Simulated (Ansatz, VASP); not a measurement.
# One calculation of KTaO3, two programs

The input INCAR:

```
PREC = Accurate
ENCUT = 520
EDIFF = 1E-6
ISMEAR = 0
SIGMA = 0.05
LREAL = F
LASPH = T
NELM = 80
ALGO = Normal
ISIF = 2
LWAVE = F
LCHARG = T
GGA = PE
LELF = T
LVHAR = T
NBANDS = 27
```

KPOINTS

```
regular mesh
0
Gamma
  8 8 8
```

POSCAR

```
KTaO3
1.0
    3.9448270848      0.0000000000      0.0000000000
    0.0000000000      3.9448270848      0.0000000000
    0.0000000000      0.0000000000      4.1898008468
K Ta O
1 1 3
Direct
    0.5000000000      0.5000000000      0.5000000000
    0.0000000000      0.0000000000      0.0000000000
    0.5000000000      0.0000000000      0.0000000000
    0.0000000000      0.5000000000      0.0000000000
    0.0000000000      0.0000000000      0.5000000000
```

Input for Ansatz:

```yaml
crystal:
  lattice:
    - [3.9448270848, 0.0, 0.0]
    - [0.0, 3.9448270848, 0.0]
    - [0.0, 0.0, 4.1898008468]
  atoms:
    - { symbol: K, position: [0.5, 0.5, 0.5] }
    - { symbol: Ta, position: [0.0, 0.0, 0.0] }
    - { symbol: O, position: [0.5, 0.0, 0.0] }
    - { symbol: O, position: [0.0, 0.5, 0.0] }
    - { symbol: O, position: [0.0, 0.0, 0.5] }
basis:
  ecutwfc: 520.0
kpoints:
  mp_grid: { grid: [8, 8, 8] }
hamiltonian:
  xc: pbe
scf:
  occupations: { method: gaussian, width: 0.05 }
output:
  forces: true
  stress: true
  eigenvalues: true
```

Alike in both runs: task single point; functional PBE; k mesh 8 × 8 × 8; occupations gaussian, width 0.05 eV; no spin polarisation.

|  | VASP | Ansatz |
| --- | --- | --- |
| version | VASP 6.6.1 | Ansatz 0.2.0 |
| potentials or method | VASP PAW PBE potentials, release 64 (K_sv, Ta_pv, O), cutoff 520 eV | scalar-relativistic, plane waves, PAW |
| valence electrons in the cell | 38 | 40 |

|  | VASP | Ansatz | Ansatz less VASP |
| --- | --- | --- | --- |
| gap on the k mesh at the Fermi level (eV) | 2.04 | 2.08 | +0.043 |
| least direct gap on the mesh (eV) | 2.60 | 2.63 | +0.036 |
| pressure (GPa) | 1.8 | 1.2 | -0.60 |
| traceless stress, the component that is largest in VASP (GPa) | -12.82 | -12.61 | +0.210 |

VASP's potentials hold 38 valence electrons a cell and Ansatz's 40, so a difference there can come from the potentials and not from the codes.

Neither program's run includes spin-orbit coupling.
